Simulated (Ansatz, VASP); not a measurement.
**Hf in VASP and in Ansatz**

The input INCAR:

```
SYSTEM = Hf
ALGO = Normal
EDIFF = 1E-6
ENCUT = 500
GGA = PE
GGA_COMPAT = .False.
ISIF = 2
ISMEAR = 0
LASPH = .True.
LCHARG = .False.
LREAL = .False.
LWAVE = .False.
NBANDS = 11
NELM = 120
PREC = Accurate
SIGMA = 0.02
```

The input KPOINTS:

```
k-points
0
Gamma
  10 10 10
  0 0 0
```

Contents of POSCAR:

```
Hf
1.0
   -1.8050000000      1.8050000000      1.8050000000
    1.8050000000     -1.8050000000      1.8050000000
    1.8050000000      1.8050000000     -1.8050000000
Hf
1
Direct
    0.0000000000      0.0000000000      0.0000000000
```

The input input.yaml:

```yaml
crystal:
  lattice:
    - [-1.805, 1.805, 1.805]
    - [1.805, -1.805, 1.805]
    - [1.805, 1.805, -1.805]
  atoms:
    - { symbol: Hf, position: [0.0, 0.0, 0.0] }
hamiltonian:
  xc: pbe
  pseudopotentials: { kind: paw }
kpoints:
  mp_grid: { grid: [10, 10, 10] }
scf:
  occupations: { method: gaussian, width: 0.02 }
output:
  forces: true
  stress: true
  eigenvalues: true
```

Alike in both runs: task single point; functional PBE; k mesh 10 × 10 × 10; occupations gaussian, width 0.02 eV; no spin polarisation.

|  | VASP | Ansatz |
| --- | --- | --- |
| version | VASP 6.6.1 | Ansatz 0.2.0 |
| potentials or method | VASP PAW PBE potentials, release 64 (Hf_pv) | Ansatz PAW |
| plane-wave cutoff (eV) | 500 | 420 |
| valence electrons in the cell | 10 | 26 |

VASP gave:

| Item | Value |
| --- | --- |
| gap on the k mesh at the Fermi level (eV) | none |
| pressure (GPa) | -5.4 |

Q: What did Ansatz give for the same quantities?

A: gap on the k mesh at the Fermi level (eV): none; pressure (GPa): -5.0.

A gap of «none» marks a metal or a gap that the smearing closes. VASP's potentials hold 10 valence electrons a cell and Ansatz's 26, so a difference there can come from the potentials and not from the codes.

Neither program's run includes spin-orbit coupling.
